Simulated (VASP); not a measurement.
# LiHf4Br2 (Immm) in VASP: a series of runs

Runs on LiHf4Br2. Level: PBE. Tasks: single point, relaxation of cell and atoms.

Program: VASP 6.6.1. These are calculated values, not measurements. Logs are shortened: lines on timing, memory, paths and dates and some standing lists are left out, and cuts for length are marked.

## 1. The cell of the first run

The structure is orthorhombic, space group Immm (No. 71). Conventional cell: a = 5.680 Å, b = 5.982 Å, c = 10.030 Å, α = 90.00°, β = 90.00°, γ = 90.00°. Within 4.2 Å of Li (site symmetry mmm) lie 4 Br at 3.20 Å and 12 Hf at 3.49 to 3.78 Å. Hf (site symmetry m) has 4 Br at 2.77 to 3.78 Å and 5 Hf at 2.84 to 3.66 Å and 3 Li at 3.49 to 3.78 Å within 3.8 Å. Br (site symmetry m2m) has 8 Hf at 2.77 to 3.78 Å and 2 Br at 2.94 to 3.04 Å and 2 Li at 3.20 Å within 3.8 Å.

The cell was built from a structure type or drawn by symmetry, and may not be a known phase.

## 2. Single point, PBE

INCAR

```
PREC = Accurate ; ENCUT = 520
EDIFF = 1E-6 ; ISMEAR = 0
SIGMA = 0.2 ; LREAL = F
LASPH = T ; NELM = 100
ALGO = Normal ; ISIF = 2
LWAVE = F ; LCHARG = T
GGA = PE ; LELF = T
LVHAR = T ; NBANDS = 38
```

KPOINTS

```
Automatic mesh
0
Gamma
  4 4 4
```

POSCAR

```
LiHf4Br2
1.0
   -2.9909989280      2.8401209582      5.0151675912
    2.9909989280     -2.8401209582      5.0151675912
    2.9909989280      2.8401209582     -5.0151675912
Li Hf Br
1 4 2
Direct
    0.5000000000      0.5000000000      0.0000000000
    0.9329996804      0.1825729600      0.7504267204
    0.0670003196      0.8174270400      0.2495732796
    0.4321462396      0.1825729600      0.2495732796
    0.5678537604      0.8174270400      0.7504267204
    0.0000000000      0.7456089210      0.7456089210
    0.0000000000      0.2543910790      0.2543910790
```

Potentials or basis: VASP PAW PBE potentials, release 64 (Li_sv, Hf_pv, Br).

Launch:

```bash
$ cat potpaw_PBE.64/Li_sv/POTCAR potpaw_PBE.64/Hf_pv/POTCAR potpaw_PBE.64/Br/POTCAR > POTCAR
$ mpirun -np 1 vasp_std > vasp.out
```

OUTCAR:

```text
PREC = Accurate
   ENCUT = 520
   EDIFF = 1E-6
   ISMEAR = 0
   LREAL = F
   LASPH = T
   NELM = 100
   ISIF = 2
   GGA = PE

 ion  position               nearest neighbor table
   1  0.500  0.500  0.000-
   2  0.933  0.183  0.750-   7 2.77   6 2.77   4 2.84   4 2.84   3 3.28   3 3.28   5 3.66
   3  0.067  0.817  0.250-   7 2.77   6 2.77   5 2.84   5 2.84   2 3.28   2 3.28   4 3.66
   4  0.432  0.183  0.250-   7 2.77   6 2.77   2 2.84   2 2.84   5 3.28   5 3.28   3 3.66
   5  0.568  0.817  0.750-   6 2.77   7 2.77   3 2.84   3 2.84   4 3.28   4 3.28   2 3.66
   6  0.000  0.746  0.746-   5 2.77   2 2.77   3 2.77   4 2.77
   7  0.000  0.254  0.254-   4 2.77   3 2.77   2 2.77   5 2.77

  LATTYP: Found a body centered orthorhombic cell.
 ALAT       =     5.6802419164
 B/A-ratio  =     1.0531237831
 C/A-ratio  =     1.7658288731

  Lattice vectors:

 A1 = (   2.9909989280,  -2.8401209582,  -5.0151675912)
 A2 = (  -2.9909989280,   2.8401209582,  -5.0151675912)
 A3 = (   2.9909989280,   2.8401209582,   5.0151675912)

Analysis of symmetry for initial positions (statically):
=====================================================================
 Subroutine PRICEL returns:
 Original cell was already a primitive cell.

 Routine SETGRP: Setting up the symmetry group for a
 body centered orthorhombic supercell.

 Subroutine GETGRP returns: Found  8 space group operations
 (whereof  8 operations were pure point group operations)
 out of a pool of  8 trial point group operations.

The static configuration has the point symmetry D_2h.

Analysis of symmetry for dynamics (positions and initial velocities):
=====================================================================
 Subroutine PRICEL returns:
 Original cell was already a primitive cell.

 Routine SETGRP: Setting up the symmetry group for a
 body centered orthorhombic supercell.

 Subroutine GETGRP returns: Found  8 space group operations
 (whereof  8 operations were pure point group operations)
 out of a pool of  8 trial point group operations.

The dynamic configuration has the point symmetry D_2h.

 Subroutine INISYM returns: Found  8 space group operations
 (whereof  8 operations are pure point group operations),
 and found     1 'primitive' translations

----------------------------------------------------------------------------------------

                                     Primitive cell

  volume of cell :     170.4114

  direct lattice vectors                    reciprocal lattice vectors
    -2.990998928  2.840120958  5.015167591     0.000000000  0.176048840  0.099697566
     2.990998928 -2.840120958  5.015167591     0.167168231  0.000000000  0.099697566
     2.990998928  2.840120958 -5.015167591     0.167168231  0.176048840  0.000000000

  length of vectors
     6.493401852  6.493401852  6.493401852     0.202318557  0.194640238  0.242772345

  position of ions in fractional coordinates (direct lattice)
     0.500000000  0.500000000  0.000000000
     0.932999680  0.182572960  0.750426720
     0.067000320  0.817427040  0.249573280
     0.432146240  0.182572960  0.249573280
     0.567853760  0.817427040  0.750426720
     0.000000000  0.745608921  0.745608921
     0.000000000  0.254391079  0.254391079

  ion indices of the primitive-cell ions
   primitive index   ion index
                 1           1
                 2           2
                 3           3
                 4           4
                 5           5
                 6           6
                 7           7

----------------------------------------------------------------------------------------

 KPOINTS: Automatic mesh

Automatic generation of k-mesh.
 Grid dimensions read from file:
 generate k-points for:    4    4    4

 Generating k-lattice:

  Cartesian coordinates                     Fractional coordinates (reciprocal lattice)
     0.000000000  0.044012210  0.024924391     0.250000000 -0.000000000  0.000000000
     0.041792058  0.000000000  0.024924391    -0.000000000  0.250000000  0.000000000
     0.041792058  0.044012210  0.000000000     0.000000000  0.000000000  0.250000000

  Length of vectors
     0.050579639  0.048660059  0.060693086

  Shift w.r.t. Gamma in fractional coordinates (k-lattice)
     0.000000000  0.000000000  0.000000000

 Subroutine IBZKPT returns following result:
 ===========================================

 Found     18 irreducible k-points:

 Following reciprocal coordinates:
            Coordinates               Weight
  0.000000  0.000000  0.000000      1.000000
  0.250000  0.000000  0.000000      4.000000
  0.500000  0.000000  0.000000      2.000000
  0.000000  0.250000  0.000000      4.000000
  0.250000  0.250000  0.000000      8.000000
  0.500000  0.250000 -0.000000      8.000000
[... 10 lines left out ...]
 -0.250000 -0.250000  0.250000      2.000000
  0.500000  0.500000  0.500000      1.000000
   k-points           NKPTS =     18   k-points in BZ     NKDIM =     18   number of bands    NBANDS=     38
   number of dos      NEDOS =    301   number of ions     NIONS =      7
   total plane-waves  NPLWV = 110592
   dimension x,y,z NGX =    48 NGY =   48 NGZ =   48
   dimension x,y,z NGXF=    96 NGYF=   96 NGZF=   96
   ions per type =               1   4   2
   NGX,Y,Z   is equivalent  to a cutoff of  12.29, 12.29, 12.29 a.u.
   NGXF,Y,Z  is equivalent  to a cutoff of  24.58, 24.58, 24.58 a.u.
 SYSTEM =  unknown system
   PREC   = accura    normal or accurate (medium, high low for compatibility)
   ISTART =      0    job   : 0-new  1-cont  2-samecut
   ICHARG =      2    charge: 1-file 2-atom 10-const
   ISPIN  =      1    spin polarized calculation?
   LNONCOLLINEAR =      F non collinear calculations
   LSORBIT =      F    spin-orbit coupling
   LASPH  =      T    aspherical Exc in radial PAW
   ENCUT  =  520.0 eV  38.22 Ry    6.18 a.u.  12.07 12.07 12.07*2*pi/ulx,y,z
   NELM   =    100;   NELMIN=  2; NELMDL= -5     # of ELM steps
   EDIFF  = 0.1E-05   stopping-criterion for ELM
   LREAL  =      F    real-space projection
   EDIFFG = 0.1E-04   stopping-criterion for IOM
   NSW    =      0    number of steps for IOM
   IBRION =     -1    ionic relax: 0-MD 1-quasi-New 2-CG
   NFREE  =      0    steps in history (QN), initial steepest desc. (CG)
   ISIF   =      2    stress and relaxation
   ISYM   =      2    0-nonsym 1-usesym 2-fastsym
   POTIM  = 0.5000    time-step for ionic-motion
   TEBEG  =    0.0;   TEEND  =   0.0 temperature during run
   PSTRESS=    0.0 pullay stress
   NELECT =      57.0000    total number of electrons
   NUPDOWN=      -1.0000    fix difference up-down
   EMIN   =  10.00;   EMAX   =-10.00  energy-range for DOS
   EFERMI =   0.00;   METHOD = LEGACY
   ISMEAR =     0;   SIGMA  =   0.20  broadening in eV -4-tet -1-fermi 0-gaus
   EFERMI_NEDOS =   21; number of points for ismear=-14 and -15
   IALGO  =     38    algorithm
   IMIX   =      4    mixing-type and parameters
     AMIX     =   0.40;   BMIX     =  1.00
     AMIX_MAG =   1.60;   BMIX_MAG =  1.00
  volume/ion in A,a.u.               =      24.34       164.28
  Fermi-wavevector in a.u.,A,eV,Ry     =   1.136406  2.147496 17.570824  1.291419
  Thomas-Fermi vector in A             =   2.273111
   LORBIT       =      0    0 simple, 1 ext, 2 COOP (PROOUT), +10 PAW based schemes
   GGA     = PE    functional components
   LHFCALC =     F    Hartree Fock is set to
   AEXX    =    0.0000 exact exchange contribution
   IVDW    =     0    specifies the selected vdW correction
   LEPSILON=     F    determine dielectric tensor
   LRPA    =     F    only Hartree local field effects (RPA)
 non-spin polarized calculation
 Gauss-broadening in eV      SIGMA  =   0.20
  energy-cutoff  :      520.00
  volume of cell :      170.41
 maximum number of plane-waves:      4605
   NGX = 25   NGY = 25   NGZ = 25

 number of electron      57.0000009 magnetization

 Free energy of the ion-electron system (eV)
  ---------------------------------------------------
  ext. energy  EPLUGINS =         0.00000000
  ---------------------------------------------------
  free energy    TOTEN  =       -42.12784924 eV

  energy without entropy =      -42.00421209  energy(sigma->0) =      -42.06603066

 E-fermi :   4.0612     XC(G=0):  -9.8852

 val. band max:        4.0527426169   @ k =  -0.2500   0.2500   0.2500
 cond. band min:       4.0706929149   @ k =  -0.2500   0.2500   0.0000
 fundamental gap:      0.0179502981
 Fermi energy:         4.0612371376

 k-point     1 :       0.0000    0.0000    0.0000
  band No.  band energies     occupation
      1     -42.7236      2.00000
      2     -27.4537      2.00000
      3     -27.4507      2.00000
      4     -27.1450      2.00000
      5     -27.1294      2.00000
      6     -27.0780      2.00000
[... 30 lines left out ...]
     37       7.3220      0.00000
     38       7.5202      0.00000

 k-point     2 :       0.2500    0.0000    0.0000
  band No.  band energies     occupation
      1     -42.7236      2.00000
      2     -27.3397      2.00000
      3     -27.3142      2.00000
      4     -27.1108      2.00000
      5     -27.0914      2.00000
      6     -27.0799      2.00000
[... 30 lines left out ...]
     37       6.7109      0.00000
     38       7.0927      0.00000

 k-point     3 :       0.5000    0.0000    0.0000
  band No.  band energies     occupation
      1     -42.7236      2.00000
      2     -27.1865      2.00000
      3     -27.1454      2.00000
      4     -27.1176      2.00000
      5     -27.0963      2.00000
      6     -27.0658      2.00000
[... 30 lines left out ...]
     37       6.1247      0.00000
[... 535 lines left out ...]
 k-point    17 :      -0.2500   -0.2500    0.2500
  band No.  band energies     occupation
      1     -42.7236      2.00000
      2     -27.4724      2.00000
      3     -27.4310      2.00000
      4     -27.1396      2.00000
      5     -27.1350      2.00000
      6     -27.0856      2.00000
[... 30 lines left out ...]
     37       6.6148      0.00000
     38       7.1104      0.00000

 k-point    18 :       0.5000    0.5000    0.5000
  band No.  band energies     occupation
      1     -42.7236      2.00000
      2     -27.4806      2.00000
      3     -27.4218      2.00000
      4     -27.1404      2.00000
      5     -27.1322      2.00000
      6     -27.0954      2.00000
[... 30 lines left out ...]
     37       6.9862      0.00000
     38       7.4666      0.00000

------------------------ aborting loop because EDIFF is reached ----------------------------------------

  FORCE on cell =-STRESS in cart. coord.  units (eV):
  Direction    XX          YY          ZZ          XY          YZ          ZX
  --------------------------------------------------------------------------------------
  -------------------------------------------------------------------------------------
  Total       -0.3529252     -0.3906224     -0.3124775      0.0000000      0.0000000      0.0000000
  in kB       -3.3181400     -3.6725625     -2.9378576      0.0000000      0.0000000      0.0000000
  external PRESSURE =      -3.3095200 kB  Pullay stress =       0.0000000 kB

 VOLUME and BASIS-vectors are now :
 -----------------------------------------------------------------------------
  energy-cutoff  :      520.00
  volume of cell :      170.41
      direct lattice vectors                 reciprocal lattice vectors
    -2.990998928  2.840120958  5.015167591     0.000000000  0.176048840  0.099697566
     2.990998928 -2.840120958  5.015167591     0.167168231  0.000000000  0.099697566
     2.990998928  2.840120958 -5.015167591     0.167168231  0.176048840  0.000000000

 POSITION                                       TOTAL-FORCE (eV/Angst)
 -----------------------------------------------------------------------------------
      0.00000      0.00000      5.01517         0.000000     -0.000000      0.000000
      0.00000      4.26261      1.83127         0.000000      0.005746     -0.043855
      2.99100     -1.42248      3.18390         0.000000     -0.005746      0.043855
      0.00000      1.41764      1.83127         0.000000     -0.005746     -0.043855
      2.99100      1.42248      3.18390         0.000000      0.005746      0.043855
      4.46023      0.00000      0.00000         0.035276     -0.000000     -0.000000
      1.52177      0.00000      0.00000        -0.035276     -0.000000      0.000000
 -----------------------------------------------------------------------------------
    total drift:                               -0.000000      0.000000      0.000000

  FREE ENERGIE OF THE ION-ELECTRON SYSTEM (eV)
  ---------------------------------------------------
  free  energy   TOTEN  =       -42.1278492403 eV

  energy  without entropy=      -42.0042120856  energy(sigma->0) =      -42.06603066
```

Wall time 2.4 min (1 thread of Intel Xeon Platinum 8259CL at 2.50GHz (Skylake/Cascade Lake), shared host); peak memory 0.37 GiB.

What came out:

| Property | Result |
| --- | --- |
| Free energy | -42.1278 eV |
| Largest force | 0.044 eV/Å |
| Band gap on the k mesh | zero (an odd number of electrons rules out a gap without spin polarisation) |

Forces on the atoms (eV/Å):
```
Li   0.000  0.000  0.000
Hf   0.000  0.006 -0.044
Hf   0.000 -0.006  0.044
Hf   0.000 -0.006 -0.044
Hf   0.000  0.006  0.044
Br   0.035  0.000  0.000
Br  -0.035  0.000  0.000
```

Caveat: the cutoff is under 1.25 times the usual one of these potentials, so pressure, stress and relaxed cells hold a basis-set (Pulay) error; spin-orbit coupling is left out, which moves the levels of the heavy elements; an odd number of electrons without spin polarisation forces a metal; a magnetic or distorted state may lie lower.

## 3. Relaxation of cell and atoms, PBE

This run uses another cell than the first one, of 25.05 Å³/atom.

INCAR

```
PREC = Accurate
ENCUT = 600
EDIFF = 1E-6
ISMEAR = 0
SIGMA = 0.2
LREAL = F
LASPH = T
NELM = 60
ALGO = Normal
ISIF = 3
LWAVE = F
LCHARG = F
GGA = PE
IBRION = 2
NSW = 36
EDIFFG = -0.08
```

KPOINTS

```
regular mesh
0
Gamma
  4 4 4
```

POSCAR

```
LiHf4Br2
1.0
   -3.2739482100      3.4460556300      3.8850464400
    3.2739482100     -3.4460556300      3.8850464400
    3.2739482100      3.4460556300     -3.8850464400
Li Hf Br
1 4 2
Direct
    0.5000000000      0.5000000000      0.0000000000
    0.8484761600      0.1390181900      0.7094579700
    0.1515238400      0.8609818100      0.2905420300
    0.4295602200      0.1390181900      0.2905420300
    0.5704397800      0.8609818100      0.7094579700
    0.0000000000      0.6728526700      0.6728526700
    0.0000000000      0.3271473300      0.3271473300
```

Potentials or basis: VASP PAW PBE potentials, release 64 (Li_sv, Hf_pv, Br).

Launch:

```bash
$ cat potpaw_PBE.64/Li_sv/POTCAR potpaw_PBE.64/Hf_pv/POTCAR potpaw_PBE.64/Br/POTCAR > POTCAR
$ mpirun -np 1 vasp_std > vasp.out
```

Run time: 36 min. Hardware: 1 thread of Intel Xeon Platinum 8259CL at 2.50GHz (Skylake/Cascade Lake), shared host; peak memory 0.46 GiB.

The run converged. Its results:

```
Free energy                           : -42.1139 eV
Relaxed volume                        : 24.12 Å³/atom
Relaxed cell                          : a = 6.458 Å, b = 6.458 Å, c = 6.458 Å, α = 124.84°, β = 127.79°, γ = 79.39°
Space group after relaxing (to 0.1 Å) : Immm (No. 71)
Energy gained by relaxing             : 1315.1 meV/atom
Ionic steps                           : 23
Pressure after relaxing               : 0.0 GPa
Largest force after relaxing          : 0.071 eV/Å
Band gap on the k mesh                : zero (an odd number of electrons rules out a gap without spin polarisation)
```

Forces on the atoms (eV/Å):
```
Li   0.000  0.000  0.000
Hf   0.000  0.029 -0.064
Hf   0.000 -0.029  0.064
Hf   0.000 -0.029 -0.064
Hf   0.000  0.029  0.064
Br  -0.024  0.000  0.000
Br   0.024  0.000  0.000
```

Stress tensor (GPa, compression positive):
```
 0.02  0.00  0.00
 0.00  0.02  0.00
 0.00  0.00 -0.08
```

Step by step:
```csv
step,energy change (eV),largest force (eV/Å),pressure (GPa),volume (Å³)
1,0.0000,7.4713,10.32,175.33
2,-5.9008,1.2756,-8.86,216.74
3,-6.2529,2.1319,-6.64,203.21
4,-7.9269,1.4887,-3.41,175.80
5,-8.4214,1.6256,4.84,152.94
6,-8.4556,1.6336,2.13,158.24
7,-8.4587,1.6337,2.79,156.83
8,-8.8167,1.3846,4.12,155.09
9,-8.8225,1.2161,3.84,155.29
10,-9.0397,0.1760,-2.01,167.65
11,-9.0514,0.1087,-1.08,165.21
12,-9.1127,0.0689,-0.32,163.53
13,-9.1267,0.1385,0.26,162.38
14,-9.1268,0.1456,0.33,162.26
15,-9.1416,0.1052,0.19,163.18
16,-9.1540,0.2554,0.01,164.77
17,-9.1672,0.1646,0.09,165.44
18,-9.1849,0.2544,0.31,167.16
19,-9.1911,0.2596,0.15,168.01
20,-9.1966,0.2725,-0.12,169.46
21,-9.2021,0.1489,-0.13,169.32
22,-9.2045,0.0880,-0.13,169.14
23,-9.2055,0.0706,-0.02,168.86
```

Final structure:
```
Li Hf Br
1.0
    -2.98977    2.84149    4.96920
     2.98977   -2.84149    4.96920
     2.98977    2.84149   -4.96920
Li Hf Br
1 4 2
Direct
  0.50000 0.50000 0.00000
  0.93396 0.18371 0.75025
  0.06604 0.81629 0.24975
  0.43346 0.18371 0.24975
  0.56654 0.81629 0.75025
  0.00000 0.74612 0.74612
  0.00000 0.25388 0.25388
```

Levels at points of the mesh, in eV from the Fermi level:
| k point | band 25 | band 26 | band 27 | band 28 | band 29 | band 30 | band 31 | band 32 |
| --- | --- | --- | --- | --- | --- | --- | --- | --- |
| (0.00, 0.00, 0.00) | -1.75 | -1.20 | -0.81 | -0.77 | -0.27 | -0.16 | 0.00 | 0.95 |
| (0.50, 0.00, 0.00) | -0.74 | -0.48 | -0.32 | -0.24 | 0.40 | 0.78 | 1.06 | 1.37 |
| (0.00, 0.50, 0.00) | -1.42 | -0.90 | -0.90 | -0.55 | -0.13 | -0.06 | 0.43 | 1.32 |
| (0.50, 0.50, 0.00) | -1.37 | -0.47 | 0.03 | 0.07 | 0.19 | 0.41 | 0.94 | 1.26 |
| (0.50, 0.50, 0.50) | -1.12 | -0.88 | -0.85 | 0.01 | 0.18 | 0.24 | 0.36 | 1.34 |

Caveat: the cutoff is under 1.25 times the usual one of these potentials, so pressure, stress and relaxed cells hold a basis-set (Pulay) error; spin-orbit coupling is left out, which moves the levels of the heavy elements; an odd number of electrons without spin polarisation forces a metal; a magnetic or distorted state may lie lower; the relaxation stopped at a loose force limit of 0.08 eV/Å, so its end isn't a converged minimum.
